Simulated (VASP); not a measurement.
# Fe (P6_3/mmc) in VASP: vibrations by perturbation theory with LDA

Aim: the vibrations by perturbation theory of Fe with LDA.

Program: VASP 6.6.1. These are calculated values, not measurements. Logs are shortened: lines on timing, memory, paths and dates and some standing lists are left out, and cuts for length are marked.

## (1) The cell of the first run

The structure is hexagonal, space group P6_3/mmc (No. 194). Conventional cell: a = 2.434 Å, b = 2.434 Å, c = 3.842 Å, α = 90.00°, β = 90.00°, γ = 120.00°. Fe (site symmetry -6m2) has 12 Fe at 2.38 to 2.43 Å within 3.1 Å.

## (2) Vibrations by perturbation theory, LDA, collinear spin, ferromagnetic start

Input file INCAR:

```
SYSTEM = Fe
ALGO = Normal
EDIFF = 1E-8
ENCUT = 600
GGA = CA
GGA_COMPAT = .FALSE.
IBRION = 8
ISIF = 2
ISMEAR = -1
ISPIN = 2
LASPH = .TRUE.
LCHARG = .TRUE.
LMAXMIX = 4
LORBIT = 11
LREAL = .FALSE.
LWAVE = .FALSE.
MAGMOM = 3 3
NELM = 200
NSW = 1
PREC = Accurate
SIGMA = 0.05
```

Input file KPOINTS:

```
k-points
0
G
  9 9 5
  0 0 0
```

Input file POSCAR:

```
Fe
1.0
    2.4341575853      0.0000000000      0.0000000000
   -1.2170787927      2.1080423057      0.0000000000
    0.0000000000      0.0000000000      3.8419344700
Fe
2
Direct
    0.6666666667      0.3333333333      0.7500000000
    0.3333333333      0.6666666667      0.2500000000
```

Potentials or basis: VASP PAW LDA potentials, release 64 (Fe).

Command:

```sh
cat potpaw_LDA.64/Fe/POTCAR > POTCAR
mpirun -np 1 vasp_std > vasp.out
```

OUTCAR:

```text
SYSTEM = Fe
   EDIFF = 1E-8
   ENCUT = 600
   GGA = CA
   IBRION = 8
   ISIF = 2
   ISMEAR = -1
   ISPIN = 2
   LASPH = .TRUE.
   LORBIT = 11
   LREAL = .FALSE.
   NELM = 200
   NSW = 1
   PREC = Accurate

 ion  position               nearest neighbor table
   1  0.667  0.333  0.750-   2 2.38   2 2.38   2 2.38   2 2.38   2 2.38   2 2.38
   2  0.333  0.667  0.250-   1 2.38   1 2.38   1 2.38   1 2.38   1 2.38   1 2.38

  LATTYP: Found a hexagonal cell.
 ALAT       =     2.4341575853
 C/A-ratio  =     1.5783425417

  Lattice vectors:

 A1 = (   2.4341575853,   0.0000000000,   0.0000000000)
 A2 = (  -1.2170787927,   2.1080423057,   0.0000000000)
 A3 = (   0.0000000000,   0.0000000000,   3.8419344700)

Analysis of symmetry for initial positions (statically):
=====================================================================
 Subroutine PRICEL returns:
 Original cell was already a primitive cell.

 Routine SETGRP: Setting up the symmetry group for a
 hexagonal supercell.

 Subroutine GETGRP returns: Found 24 space group operations
 (whereof 12 operations were pure point group operations)
 out of a pool of 24 trial point group operations.

The static configuration has the point symmetry D_3d.
 The point group associated with its full space group is D_6h.

Analysis of symmetry for dynamics (positions and initial velocities):
=====================================================================
 Subroutine PRICEL returns:
 Original cell was already a primitive cell.

 Routine SETGRP: Setting up the symmetry group for a
 hexagonal supercell.

 Subroutine GETGRP returns: Found 24 space group operations
 (whereof 12 operations were pure point group operations)
 out of a pool of 24 trial point group operations.

The dynamic configuration has the point symmetry D_3d.
 The point group associated with its full space group is D_6h.

Analysis of structural, dynamic, and magnetic symmetry:
=====================================================================
 Subroutine PRICEL returns:
 Original cell was already a primitive cell.

 Routine SETGRP: Setting up the symmetry group for a
 hexagonal supercell.

 Subroutine GETGRP returns: Found 24 space group operations
 (whereof 12 operations were pure point group operations)
 out of a pool of 24 trial point group operations.

The overall configuration has the point symmetry D_3d.
 The point group associated with its full space group is D_6h.

 Subroutine INISYM returns: Found 24 space group operations
 (whereof 12 operations are pure point group operations),
 and found     1 'primitive' translations

----------------------------------------------------------------------------------------

                                     Primitive cell

  volume of cell :      19.7141

  direct lattice vectors                    reciprocal lattice vectors
     2.434157585  0.000000000  0.000000000     0.410819746  0.237186891  0.000000000
    -1.217078793  2.108042306  0.000000000     0.000000000  0.474373781  0.000000000
     0.000000000  0.000000000  3.841934470     0.000000000  0.000000000  0.260285543

  length of vectors
     2.434157585  2.434157585  3.841934470     0.474373781  0.474373781  0.260285543

  position of ions in fractional coordinates (direct lattice)
     0.666666667  0.333333333  0.750000000
     0.333333333  0.666666667  0.250000000

  ion indices of the primitive-cell ions
   primitive index   ion index
                 1           1
                 2           2

----------------------------------------------------------------------------------------

 KPOINTS: k-points

Automatic generation of k-mesh.
 Grid dimensions read from file:
 generate k-points for:    9    9    5

[... 139 lines left out ...]
     14      29.3936      0.00000
[... 403 lines left out ...]
      4       3.8026      1.00000
      5       4.9626      1.00000
      6       4.9626      1.00000
      7       6.3055      1.00000
      8       7.5305      0.00119
      9       7.8384      0.00000
     10       7.8384      0.00000
     11      13.7052      0.00000
     12      14.1847      0.00000
     13      14.1847      0.00000
     14      19.4624      0.00000
     15      20.7646      0.00000

 [... further k-points ...]

 spin component 2

 k-point     1 :       0.0000    0.0000    0.0000
  band No.  band energies     occupation
      1      -1.9050      1.00000
      2       2.0044      1.00000
      3       5.3890      1.00000
      4       5.3890      1.00000
      5       5.5444      1.00000
      6       5.8837      1.00000
      7       5.8837      1.00000
      8       6.2482      1.00000
      9       6.2482      1.00000
     10       7.7960      0.00001
     11       7.9018      0.00000
     12       7.9018      0.00000
     13      16.3012      0.00000
     14      29.3936      0.00000
[... 416 lines left out ...]
 [... further k-points ...]
[... 5 lines left out ...]
  --------------------------------------------------------------------------------------
  -------------------------------------------------------------------------------------
  Total       -1.3850541     -1.3850541     -1.2963969      0.0000000     -0.0000000      0.0000000
  in kB     -112.5639584   -112.5639584   -105.3587499      0.0000000     -0.0000000      0.0000000
  external PRESSURE =    -110.1622223 kB  Pullay stress =       0.0000000 kB

 VOLUME and BASIS-vectors are now :
 -----------------------------------------------------------------------------
  energy-cutoff  :      600.00
  volume of cell :       19.71
      direct lattice vectors                 reciprocal lattice vectors
     2.434157585  0.000000000  0.000000000     0.410819746  0.237186891  0.000000000
    -1.217078793  2.108042306  0.000000000     0.000000000  0.474373781  0.000000000
     0.000000000  0.000000000  3.841934470     0.000000000  0.000000000  0.260285543

 POSITION                                       TOTAL-FORCE (eV/Angst)
 -----------------------------------------------------------------------------------
      1.21708      0.70268      2.88145         0.000000     -0.000000      0.000000
     -0.00000      1.40536      0.96048        -0.000000      0.000000      0.000000
 -----------------------------------------------------------------------------------
    total drift:                               -0.000000      0.000000     -0.000000

  FREE ENERGIE OF THE ION-ELECTRON SYSTEM (eV)
  ---------------------------------------------------
  free  energy   TOTEN  =       -18.8335030735 eV

  energy  without entropy=      -18.8171043826  energy(sigma->0) =      -18.82530373

[... ionic steps 2 to 3 ...]

--------------------------------------- Ionic step        4  -------------------------------------------

------------------------ aborting loop because EDIFF is reached ----------------------------------------

[... ionic steps 5 to 5 ...]

--------------------------------------- Ionic step        6  -------------------------------------------

 Free energy of the ion-electron system (eV)
  ---------------------------------------------------
  ---------------------------------------------------
  free energy    TOTEN  =        -0.17520744 eV

  energy without entropy =       -0.17520744

------------------------ aborting loop because EDIFF is reached ----------------------------------------

 INTERNAL STRAIN TENSOR  FOR ION    1  DIRECTION 3   (eV/Angst):
 -----------------------------------------------------------------------------
     0.00190  0.00000 -0.00000
    -0.00000  0.00190 -0.00000
    -0.00000  0.00000  0.00297

 INTERNAL STRAIN TENSOR FOR ION    2 for displacements in x,y,z  (eV/Angst):
          X           Y           Z          XY          YZ          ZX
  --------------------------------------------------------------------------------
  x     0.00000    -0.00000    -0.00000    -3.21642     0.00000     0.00000
  y    -3.21642     3.21642    -0.00000    -0.00000     0.00000     0.00000
  z     0.00000     0.00000    -0.00000     0.00000     0.00000    -0.00000

 SECOND DERIVATIVES (NOT SYMMETRIZED)
 ------------------------------------
               1X          1Y          1Z          2X          2Y          2Z
  1X    -6.396829    0.000000    0.000000    6.396829   -0.000000    0.000000
  1Y     0.000000   -6.396829    0.000000   -0.000000    6.396829    0.000000
  1Z     0.000000    0.000000  -11.199058    0.000000   -0.000000   11.199058
  2X     6.396829   -0.000000    0.000000   -6.396829    0.000000    0.000000
  2Y    -0.000000    6.396829    0.000000    0.000000   -6.396829    0.000000
  2Z     0.000000   -0.000000   11.199058    0.000000    0.000000  -11.199058

 Eigenvectors and eigenvalues of the dynamical matrix
 ----------------------------------------------------

   1 f  =    9.900487 THz    62.206592 2PiTHz  330.244685 cm-1    40.945104 meV
             X         Y         Z           dx          dy          dz
      1.217079  0.702681  2.881451     0.000000    0.000000   -0.707107
     -0.000000  1.405362  0.960484     0.000000    0.000000    0.707107
[... 16 lines left out ...]
   5 f  =    0.000000 THz     0.000000 2PiTHz    0.000000 cm-1     0.000000 meV
             X         Y         Z           dx          dy          dz
      1.217079  0.702681  2.881451     0.000000   -0.000000    0.707107
     -0.000000  1.405362  0.960484     0.000000    0.000000    0.707107

   6 f/i=    0.000000 THz     0.000001 2PiTHz    0.000003 cm-1     0.000000 meV
             X         Y         Z           dx          dy          dz
      1.217079  0.702681  2.881451    -0.697350    0.117059    0.000000
     -0.000000  1.405362  0.960484    -0.697350    0.117059    0.000000

--------------------------------------------------------------------------------------------------------

 ELASTIC MODULI CONTR FROM IONIC RELAXATION (kBar)
 Direction    XX          YY          ZZ          XY          YZ          ZX
 --------------------------------------------------------------------------------
 XX        -131.4361    131.4361     -0.0000      0.0000      0.0000     -0.0000
 YY         131.4361   -131.4361      0.0000      0.0000     -0.0000      0.0000
 ZZ          -0.0000      0.0000     -0.0000     -0.0000      0.0000     -0.0000
 XY           0.0000      0.0000     -0.0000   -131.4361      0.0000     -0.0000
 YZ           0.0000     -0.0000      0.0000      0.0000     -0.0000      0.0000
 ZX          -0.0000      0.0000     -0.0000     -0.0000      0.0000     -0.0000
 --------------------------------------------------------------------------------

 total charge

# of ion       s       p       d       tot
------------------------------------------
    1        0.553   0.667   6.386   7.606
    2        0.553   0.667   6.386   7.606
--------------------------------------------------
tot          1.106   1.334  12.771  15.211

 magnetization (x)

# of ion       s       p       d       tot
------------------------------------------
    1       -0.000   0.000   0.000   0.000
    2       -0.000   0.000   0.000   0.000
--------------------------------------------------
tot         -0.000   0.000   0.000   0.000
```

Wall time 2.2 min (1 thread of Intel Xeon Platinum 8488C (Sapphire Rapids), shared host); peak memory 0.27 GiB.

Results:

```yaml
Net_moment: 0.00 μB per cell
Valence_electrons_inside_the_program's_atomic_spheres: Fe 7.61
Highest_phonon_frequency_at_Γ: 330 cm⁻¹
```

Phonon frequencies in cm⁻¹ (negative: imaginary):
| q point | frequencies |
| --- | --- |
| (0.000, 0.000, 0.000) | 0 0 0 250 250 330 |

Caveat: the cell wasn't relaxed at this level first, which shifts response properties; the starting moments collapsed, and a magnetic state may lie lower.
